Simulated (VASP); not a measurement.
# Bi in VASP: further runs, part 2 of 3

VASP 6.6.1.

### Step 3. Single point, LDA

Input file INCAR:

```
SYSTEM = Bi
PREC     = Accurate       ! precision mode
ENCUT    = 520            ! plane-wave cutoff, eV
EDIFF    = 1E-6           ! SCF threshold, eV
ISMEAR   = 0              ! smearing method
SIGMA    = 0.02           ! smearing width, eV
LREAL    = .False.        ! projectors in reciprocal space
LASPH    = .True.         ! aspherical terms in the spheres
NELM     = 100            ! most SCF steps
ALGO     = Normal         ! electronic algorithm
ISIF     = 2              ! what is computed and relaxed
LWAVE    = .False.        ! write WAVECAR
LCHARG   = .True.         ! write CHGCAR
LDIPOL   = .True.       
IDIPOL   = 3            
DIPOL    = 0.5 0.5 0.500
LELF     = .True.         ! ELF
LVHAR    = .True.       
LVACPOTAV= .True.       
NBANDS   = 22             ! bands
```

Input file KPOINTS:

```
Automatic mesh
0
Gamma
  9 9 1
  0 0 0
```

Input file POSCAR:

```
Bi
1.0
    4.3510000000      0.0000000000      0.0000000000
   -2.1755000000      3.7680765319      0.0000000000
    0.0000000000      0.0000000000     28.0000000000
Bi
2
Direct
    0.3333333333      0.6666666667      0.5328214286
    0.6666666667      0.3333333333      0.4671785714
```

Potentials or basis: VASP PAW LDA potentials, release 64 (Bi_d).

On the command line:

```sh
$ cat potpaw_LDA.64/Bi_d/POTCAR > POTCAR
$ mpirun -np 1 vasp_std > vasp.out
```

It took 3.8 min on 1 thread of Intel Xeon 8259CL, shared host; peak memory 0.4 GiB.

Results (log left out):

```
Free energy   : -8.4343 eV
Largest force : 1.235 eV/Å
```

Forces on the atoms (eV/Å):
```
Bi   0.000  0.000 -1.235
Bi   0.000  0.000  1.235
```

Levels at points of the mesh, in eV from the Fermi level:
```
           k point  band 11  band 12  band 13  band 14  band 15  band 16  band 17  band 18  band 19  band 20
(0.00, 0.00, 0.00)   -12.41    -8.98    -1.27    -0.13    -0.13     0.35     2.18     2.18     3.65     3.69
```

Caveat: spin-orbit coupling is left out, which moves the levels of the heavy elements.

### Step 4. Single point, LDA

Input file INCAR:

```
SYSTEM = Bi
ALGO = Normal
DIPOL = 0.5 0.5 0.500
EDIFF = 1E-6
ENCUT = 520
IDIPOL = 3
ISIF = 2
ISMEAR = 0
LASPH = .TRUE.
LCHARG = .TRUE.
LDIPOL = .TRUE.
LELF = .TRUE.
LREAL = .FALSE.
LVACPOTAV = .TRUE.
LVHAR = .TRUE.
LWAVE = .FALSE.
NBANDS = 22
NELM = 60
PREC = Accurate
SIGMA = 0.02
```

Input file KPOINTS:

```
k-points
0
G
  9 9 1
  0 0 0
```

Input file POSCAR:

```
Bi
1.0
    4.3510000000      0.0000000000      0.0000000000
   -2.1755000000      3.7680765319      0.0000000000
    0.0000000000      0.0000000000     28.0000000000
Bi
2
Direct
    0.3333333333      0.6666666667      0.5459464286
    0.6666666667      0.3333333333      0.4540535714
```

Potentials or basis: VASP PAW LDA potentials, release 64 (Bi_d).

On the command line:

```sh
$ cat potpaw_LDA.64/Bi_d/POTCAR > POTCAR
$ mpirun -np 1 vasp_std > vasp.out
```

OUTCAR:

```text
SYSTEM = Bi
   EDIFF = 1E-6
   ENCUT = 520
   ISIF = 2
   ISMEAR = 0
   LASPH = .TRUE.
   LREAL = .FALSE.
   NELM = 60
   PREC = Accurate

 ion  position               nearest neighbor table
   1  0.333  0.667  0.546-   2 3.60   2 3.60   2 3.60
   2  0.667  0.333  0.454-   1 3.60   1 3.60   1 3.60

  LATTYP: Found a hexagonal cell.
 ALAT       =     4.3510000000
 C/A-ratio  =     6.4353022294

  Lattice vectors:

 A1 = (   4.3510000000,   0.0000000000,   0.0000000000)
 A2 = (  -2.1755000000,   3.7680765319,   0.0000000000)
 A3 = (   0.0000000000,   0.0000000000,  28.0000000000)

Analysis of symmetry for initial positions (statically):
=====================================================================
 Subroutine PRICEL returns:
 Original cell was already a primitive cell.

 Routine SETGRP: Setting up the symmetry group for a
 hexagonal supercell.

 Subroutine GETGRP returns: Found 12 space group operations
 (whereof 12 operations were pure point group operations)
 out of a pool of 24 trial point group operations.

The static configuration has the point symmetry D_3d.

Analysis of symmetry for dynamics (positions and initial velocities):
=====================================================================
 Subroutine PRICEL returns:
 Original cell was already a primitive cell.

 Routine SETGRP: Setting up the symmetry group for a
 hexagonal supercell.

 Subroutine GETGRP returns: Found 12 space group operations
 (whereof 12 operations were pure point group operations)
 out of a pool of 24 trial point group operations.

The dynamic configuration has the point symmetry D_3d.

 Subroutine INISYM returns: Found 12 space group operations
 (whereof 12 operations are pure point group operations),
 and found     1 'primitive' translations

----------------------------------------------------------------------------------------

[... 98 lines left out ...]
     AMIX     =   0.40;   BMIX     =  1.00
     AMIX_MAG =   1.60;   BMIX_MAG =  1.00
  volume/ion in A,a.u.               =     229.53      1548.94
  Fermi-wavevector in a.u.,A,eV,Ry     =   0.659416  1.246116  5.916218  0.434830
  Thomas-Fermi vector in A             =   1.731545
   LORBIT       =      0    0 simple, 1 ext, 2 COOP (PROOUT), +10 PAW based schemes
   GGA     = CA    functional components
   LHFCALC =     F    Hartree Fock is set to
   AEXX    =    0.0000 exact exchange contribution
   IVDW    =     0    specifies the selected vdW correction
   LEPSILON=     F    determine dielectric tensor
   LRPA    =     F    only Hartree local field effects (RPA)
 non-spin polarized calculation
 Gauss-broadening in eV      SIGMA  =   0.02
  energy-cutoff  :      520.00
  volume of cell :      459.06
 maximum number of plane-waves:     12390
   NGX = 17   NGY = 17   NGZ =105

 dipolmoment           0.000000      0.000000      0.000000 electrons x Angstroem

 number of electron      29.9999996 magnetization

 dipolmoment           0.000000      0.000000     -0.000000 electrons x Angstroem

 Free energy of the ion-electron system (eV)
  ---------------------------------------------------
  ext. energy  EPLUGINS =         0.00000000
  ---------------------------------------------------
  free energy    TOTEN  =        -6.70186680 eV

  energy without entropy =       -6.70019504  energy(sigma->0) =       -6.70103092

 E-fermi :  -2.4660     XC(G=0):  -2.2288

 val. band max:       -2.6433077589   @ k =   0.1111   0.1111   0.0000
 cond. band min:      -2.4660311711   @ k =   0.3333   0.2222   0.0000
 fundamental gap:      0.1772765878
 Fermi energy:        -2.4660313230

 k-point     1 :       0.0000    0.0000    0.0000
  band No.  band energies     occupation
      1     -25.4555      2.00000
      2     -25.4555      2.00000
      3     -25.4421      2.00000
      4     -25.4306      2.00000
      5     -25.4306      2.00000
      6     -25.4191      2.00000
[... 289 lines left out ...]
     21       3.5377      0.00000
     22       3.9537      0.00000

------------------------ aborting loop because EDIFF is reached ----------------------------------------

  FORCE on cell =-STRESS in cart. coord.  units (eV):
  Direction    XX          YY          ZZ          XY          YZ          ZX
  --------------------------------------------------------------------------------------
  -------------------------------------------------------------------------------------
  Total       -4.6422734     -4.6422734     -6.4266749     -0.0000000      0.0000000      0.0000000
  in kB      -16.2022177    -16.2022177    -22.4300419     -0.0000000      0.0000000      0.0000000
  external PRESSURE =     -18.2781591 kB  Pullay stress =       0.0000000 kB

 VOLUME and BASIS-vectors are now :
 -----------------------------------------------------------------------------
  energy-cutoff  :      520.00
  volume of cell :      459.06
      direct lattice vectors                 reciprocal lattice vectors
     4.351000000  0.000000000  0.000000000     0.229832222  0.132693696  0.000000000
    -2.175500000  3.768076532  0.000000000     0.000000000  0.265387391  0.000000000
     0.000000000  0.000000000 28.000000000     0.000000000  0.000000000  0.035714286

 POSITION                                       TOTAL-FORCE (eV/Angst)
 -----------------------------------------------------------------------------------
     -0.00000      2.51205     15.28650        -0.000000      0.000000     -2.486419
      2.17550      1.25603     12.71350         0.000000      0.000000      2.486419
 -----------------------------------------------------------------------------------
    total drift:                                0.000000      0.000000     -0.000000

  FREE ENERGIE OF THE ION-ELECTRON SYSTEM (eV)
  ---------------------------------------------------
  free  energy   TOTEN  =        -6.7018667961 eV

  energy  without entropy=       -6.7001950422  energy(sigma->0) =       -6.70103092

 vacuum level on the upper side and lower side of the slab         1.574         1.574
```

OSZICAR:

```text
N       E                     dE             d eps       ncg     rms          rms(c)
DAV:   1     0.208705395406E+03    0.20871E+03   -0.13436E+04   736   0.100E+03
DAV:   2     0.101846831482E+02   -0.19852E+03   -0.19537E+03   612   0.270E+02
DAV:   3    -0.619928412679E+01   -0.16384E+02   -0.16328E+02   638   0.939E+01
[... 13 lines left out ...]
DAV:  17    -0.670185283570E+01   -0.10188E-04   -0.36312E-07   452   0.521E-03    0.936E-04
DAV:  18    -0.670186102834E+01   -0.81926E-05   -0.30584E-07   456   0.239E-03    0.679E-04
DAV:  19    -0.670186473580E+01   -0.37075E-05   -0.10397E-07   398   0.246E-03    0.266E-04
DAV:  20    -0.670186648841E+01   -0.17526E-05   -0.70166E-08   394   0.209E-03    0.228E-04
DAV:  21    -0.670186679607E+01   -0.30766E-06   -0.76461E-09   396   0.839E-04
   1 F= -.67018668E+01 E0= -.67010309E+01  d E =-.167175E-02
```

Wall time 5 min (1 thread of Intel Xeon 8259CL, shared host); peak memory 0.4 GiB.

Results:

| Item | Value |
| --- | --- |
| Free energy | -6.7019 eV |
| Largest force | 2.486 eV/Å |
| Band gap on the k mesh | zero (bands 15 and 16 overlap by 1.05 eV) |

Forces in eV/Å, atoms in the order of the input:
```
Bi   0.000  0.000 -2.486
Bi   0.000  0.000  2.486
```

Caveat: spin-orbit coupling is left out, which moves the levels of the heavy elements.

(Part 2 of 3 ends here.)
